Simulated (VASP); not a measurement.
Set up this calculation in VASP 6.6.1, as the native input.

```yaml
Task: relaxation of cell and atoms
Functional: PBEsol
Potentials_or_basis: VASP PAW PBE potentials, release 64 (Y_sv)
Cutoff: 500 eV
k_mesh: 7 × 7 × 7
Occupations: gaussian, width 0.1 eV
Spin: no spin polarisation
Dipole_correction: no
Further_INCAR_settings: ALGO = Normal; EDIFF = 1e-07; IBRION = 2; EDIFFG = -0.03; NSW = 60; ISIF = 3
```

The structure of Y lies in POSCAR:

```
Y
1.0
    3.3100000000      0.0000000000      0.0000000000
    0.0000000000      3.3100000000      0.0000000000
    0.0000000000      0.0000000000      3.3100000000
Y
1
Direct
    0.0000000000      0.0000000000      0.0000000000
```

This isn't the form of Y at room conditions, which is hcp.

One way to write it, as run:

INCAR

```
SYSTEM = Y
PREC = Accurate
ENCUT = 500
EDIFF = 1E-7
ISMEAR = 0
SIGMA = 0.1
LREAL = .False.
LASPH = .True.
NELM = 120
ALGO = Normal
ISIF = 3
LWAVE = .False.
LCHARG = .False.
GGA = PS
IBRION = 2
NSW = 60
EDIFFG = -0.03
GGA_COMPAT = .False.
NELMIN = 4
```

KPOINTS

```
Automatic mesh
0
Gamma
  7 7 7
  0 0 0
```

Potentials or basis: VASP PAW PBE potentials, release 64 (Y_sv).

Run with:

```console
$ cat potpaw_PBE.64/Y_sv/POTCAR > POTCAR
$ mpirun -np 1 vasp_std > vasp.out
```

It gave:

```json
{
 "Relaxed volume": "32.61 Å³/atom",
 "Relaxed cell": "a = 3.195 Å, b = 3.195 Å, c = 3.195 Å, α = 90.00°, β = 90.00°, γ = 90.00°",
 "Space group after relaxing (to 0.1 Å)": "Pm-3m (No. 221)",
 "Energy gained by relaxing": "31.9 meV/atom",
 "Ionic steps": "3",
 "Pressure after relaxing": "0.0 GPa",
 "Band gap on the k mesh": "zero (an odd number of electrons rules out a gap without spin polarisation)"
}
```

Caveat: the PAW data sets were made with another functional, which shifts forces and pressure a little.

Run time: 10 s on 1 thread of Intel(R) Xeon(R) 6975P-C (Granite Rapids), on a shared host, peak memory 0.14 GiB.
